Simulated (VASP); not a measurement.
# Mo (P6/mmm) in VASP: further runs

The runs below take Mo through relaxation of cell and atoms, single point, with LDA.

Everything below comes from runs of VASP 6.6.1. Logs are shortened: lines on timing, memory, paths and dates and some standing lists are left out, and cuts for length are marked.

### Step 1. The cell of the first run

The structure is hexagonal, space group P6/mmm (No. 191). Conventional cell: a = 4.449 Å, b = 4.449 Å, c = 2.728 Å, α = 90.00°, β = 90.00°, γ = 120.00°. Within 3.6 Å of Mo (site symmetry 6/mmm) lie 14 Mo at 2.73 to 2.91 Å. Mo (site symmetry -6m2) has 11 Mo at 2.57 to 2.91 Å within 3.4 Å.

### Step 2. Relaxation of cell and atoms, LDA

INCAR reads:

```
SYSTEM = Mo
PREC = Accurate
ENCUT = 600
EDIFF = 1E-7
ISMEAR = -1
SIGMA = 0.1
LREAL = .FALSE.
LASPH = .TRUE.
NELM = 80
ALGO = Normal
ISIF = 3
LWAVE = .FALSE.
LCHARG = .FALSE.
GGA = CA
IBRION = 2
NSW = 80
EDIFFG = -0.01
```

KPOINTS reads:

```
Automatic mesh
0
G
  8 8 11
  0 0 0
```

POSCAR reads:

```
Mo
1.0
    4.4494349246      0.0000000000      0.0000000000
   -2.2247174623      3.8533236772      0.0000000000
    0.0000000000      0.0000000000      2.7275036088
Mo
3
Direct
    0.0000000000      0.0000000000      0.0000000000
    0.3333333333      0.6666666667      0.5000000000
    0.6666666667      0.3333333333      0.5000000000
```

Potentials or basis: VASP PAW LDA potentials, release 64 (Mo_sv).

Started as:

```console
$ cat potpaw_LDA.64/Mo_sv/POTCAR > POTCAR
$ mpirun -np 1 vasp_std > vasp.out
```

OUTCAR:

```text
SYSTEM = Mo
   PREC = Accurate
   ENCUT = 600
   EDIFF = 1E-7
   ISMEAR = -1
   LREAL = .FALSE.
   LASPH = .TRUE.
   NELM = 80
   ISIF = 3
   GGA = CA
   IBRION = 2
   NSW = 80
   EDIFFG = -0.01

 ion  position               nearest neighbor table
   1  0.000  0.000  0.000-   2 2.91   3 2.91   2 2.91   3 2.91   3 2.91   3 2.91   2 2.91   2 2.91
                             3 2.91   3 2.91   2 2.91   2 2.91
   2  0.333  0.667  0.500-   3 2.57   3 2.57   3 2.57   1 2.91   1 2.91   1 2.91   1 2.91   1 2.91
                             1 2.91
   3  0.667  0.333  0.500-   2 2.57   2 2.57   2 2.57   1 2.91   1 2.91   1 2.91   1 2.91   1 2.91
                             1 2.91

  LATTYP: Found a hexagonal cell.
 ALAT       =     4.4494349246
 C/A-ratio  =     0.6130000000

  Lattice vectors:

 A1 = (   4.4494349246,   0.0000000000,   0.0000000000)
 A2 = (  -2.2247174623,   3.8533236772,   0.0000000000)
 A3 = (   0.0000000000,   0.0000000000,   2.7275036088)

Analysis of symmetry for initial positions (statically):
=====================================================================
 Subroutine PRICEL returns:
 Original cell was already a primitive cell.

 Routine SETGRP: Setting up the symmetry group for a
 hexagonal supercell.

 Subroutine GETGRP returns: Found 24 space group operations
 (whereof 24 operations were pure point group operations)
 out of a pool of 24 trial point group operations.

The static configuration has the point symmetry D_6h.

Analysis of symmetry for dynamics (positions and initial velocities):
=====================================================================
 Subroutine PRICEL returns:
 Original cell was already a primitive cell.

 Routine SETGRP: Setting up the symmetry group for a
 hexagonal supercell.

 Subroutine GETGRP returns: Found 24 space group operations
 (whereof 24 operations were pure point group operations)
 out of a pool of 24 trial point group operations.

The dynamic configuration has the point symmetry D_6h.

 Subroutine INISYM returns: Found 24 space group operations
 (whereof 24 operations are pure point group operations),
 and found     1 'primitive' translations

----------------------------------------------------------------------------------------

                                     Primitive cell

  volume of cell :      46.7634

  direct lattice vectors                    reciprocal lattice vectors
     4.449434925  0.000000000  0.000000000     0.224747640  0.129758111  0.000000000
[... 97 lines left out ...]
   TEBEG  =    0.0;   TEEND  =   0.0 temperature during run
   PSTRESS=    0.0 pullay stress
   NELECT =      42.0000    total number of electrons
   NUPDOWN=      -1.0000    fix difference up-down
   EMIN   =  10.00;   EMAX   =-10.00  energy-range for DOS
   EFERMI =   0.00;   METHOD = LEGACY
   ISMEAR =    -1;   SIGMA  =   0.10  broadening in eV -4-tet -1-fermi 0-gaus
   EFERMI_NEDOS =   21; number of points for ismear=-14 and -15
   IALGO  =     38    algorithm
   IMIX   =      4    mixing-type and parameters
     AMIX     =   0.40;   BMIX     =  1.00
     AMIX_MAG =   1.60;   BMIX_MAG =  1.00
  volume/ion in A,a.u.               =      15.59       105.19
  Fermi-wavevector in a.u.,A,eV,Ry     =   1.579511  2.984843 33.944570  2.494856
  Thomas-Fermi vector in A             =   2.679879
   LORBIT       =      0    0 simple, 1 ext, 2 COOP (PROOUT), +10 PAW based schemes
   GGA     = CA    functional components
   LHFCALC =     F    Hartree Fock is set to
   AEXX    =    0.0000 exact exchange contribution
   IVDW    =     0    specifies the selected vdW correction
   LEPSILON=     F    determine dielectric tensor
   LRPA    =     F    only Hartree local field effects (RPA)
 conjugate gradient relaxation of ions
 non-spin polarized calculation
  energy-cutoff  :      600.00
  volume of cell :       46.76
 maximum number of plane-waves:      1577
 NGX is ok and might be reduce to    36
   NGX = 17   NGY = 17   NGZ = 11

--------------------------------------- Ionic step        1  -------------------------------------------

 number of electron      42.0000005 magnetization

 Free energy of the ion-electron system (eV)
  ---------------------------------------------------
  ext. energy  EPLUGINS =         0.00000000
  ---------------------------------------------------
  free energy    TOTEN  =       -34.90581040 eV

  energy without entropy =      -34.73505481  energy(sigma->0) =      -34.82043261

------------------------ aborting loop because EDIFF is reached ----------------------------------------

  FORCE on cell =-STRESS in cart. coord.  units (eV):
  Direction    XX          YY          ZZ          XY          YZ          ZX
  --------------------------------------------------------------------------------------
  -------------------------------------------------------------------------------------
  Total        0.9629538      0.9629538     -4.9504072      0.0000000     -0.0000000      0.0000000
  in kB       32.9921287     32.9921287   -169.6078012      0.0000000     -0.0000000      0.0000000
  external PRESSURE =     -34.5411813 kB  Pullay stress =       0.0000000 kB
[... 209 lines left out ...]
--------------------------------------- Ionic step        7  -------------------------------------------

 number of electron      41.9999997 magnetization

 Free energy of the ion-electron system (eV)
  ---------------------------------------------------
  ext. energy  EPLUGINS =         0.00000000
  ---------------------------------------------------
  free energy    TOTEN  =       -35.23312516 eV

  energy without entropy =      -35.10091420  energy(sigma->0) =      -35.16701968

 E-fermi :  12.4904     XC(G=0): -13.6546

 val. band max:       12.4871525545   @ k =   0.1250  -0.0000   0.3636
 cond. band min:      12.5053173894   @ k =   0.3750   0.2500   0.2727
 fundamental gap:      0.0181648349
 Fermi energy:        12.4904208398

 k-point     1 :       0.0000    0.0000    0.0000
  band No.  band energies     occupation
      1     -48.2170      2.00000
      2     -47.9893      2.00000
      3     -47.8154      2.00000
      4     -22.6339      2.00000
      5     -22.6339      2.00000
      6     -22.5626      2.00000
[... 661 lines left out ...]
     24      13.4415      0.00015
     25      14.2585      0.00000

 [... further k-points ...]

------------------------ aborting loop because EDIFF is reached ----------------------------------------

  FORCE on cell =-STRESS in cart. coord.  units (eV):
  Direction    XX          YY          ZZ          XY          YZ          ZX
  --------------------------------------------------------------------------------------
  -------------------------------------------------------------------------------------
  Total        0.0220416      0.0220416     -0.0064100      0.0000000      0.0000000      0.0000000
  in kB        0.7640611      0.7640611     -0.2221994      0.0000000      0.0000000      0.0000000
  external PRESSURE =       0.4353076 kB  Pullay stress =       0.0000000 kB
[... 18 lines left out ...]
  FREE ENERGIE OF THE ION-ELECTRON SYSTEM (eV)
  ---------------------------------------------------
  free  energy   TOTEN  =       -35.2331251625 eV

  energy  without entropy=      -35.1009141989  energy(sigma->0) =      -35.16701968

 reached required accuracy - stopping structural energy minimisation
```

It took 2.5 min on 1 thread of Intel Xeon 6975P-C (Granite Rapids), shared host; peak memory 0.2 GiB.

Results:

- Free energy: -35.2331 eV
- Relaxed volume: 15.41 Å³/atom
- Relaxed cell: a = 4.599 Å, b = 4.599 Å, c = 2.524 Å, α = 90.00°, β = 90.00°, γ = 120.00°
- Space group after relaxing (to 0.05 Å): P6/mmm (No. 191)
- Energy gained by relaxing: 109.1 meV/atom
- Ionic steps: 7
- Pressure after relaxing: 0.0 GPa
- Band gap on the k mesh: zero (band 21 reaches 13.31 eV, above the bottom of band 22 at 11.91 eV)

The path:
```
step  energy change (eV)  largest force (eV/Å)  pressure (GPa)  volume (Å³)
   1              0.0000                0.0000           -3.45        46.76
   2             -0.2593                0.0000           11.51        44.38
   3             -0.2652                0.0000            9.78        44.61
   4             -0.2580                0.0000           -0.69        46.59
   5             -0.3149                0.0000            4.21        45.57
   6             -0.3229                0.0000           -2.32        46.62
   7             -0.3273                0.0000            0.04        46.22
```

Final structure:
```cif
data_structure
_symmetry_space_group_name_H-M 'P 1'
_symmetry_Int_Tables_number 1
_cell_length_a 4.5985
_cell_length_b 4.5985
_cell_length_c 2.5238
_cell_angle_alpha 90.000
_cell_angle_beta 90.000
_cell_angle_gamma 120.000
_cell_volume 46.22
loop_
_atom_site_label
_atom_site_type_symbol
_atom_site_fract_x
_atom_site_fract_y
_atom_site_fract_z
_atom_site_occupancy
Mo1 Mo 0.00000 0.00000 0.00000 1
Mo2 Mo 0.33333 0.66667 0.50000 1
Mo3 Mo 0.66667 0.33333 0.50000 1
```

Levels at points of the mesh, in eV from the Fermi level:
```
           k point  band 19  band 20  band 21  band 22  band 23  band 24
(0.00, 0.00, 0.00)    -2.15    -2.15    -0.58    -0.58     1.80     1.80
(0.50, 0.00, 0.00)    -2.29    -2.22     0.82     1.40     2.04     2.09
```

(Part 1 of 2 ends here.)
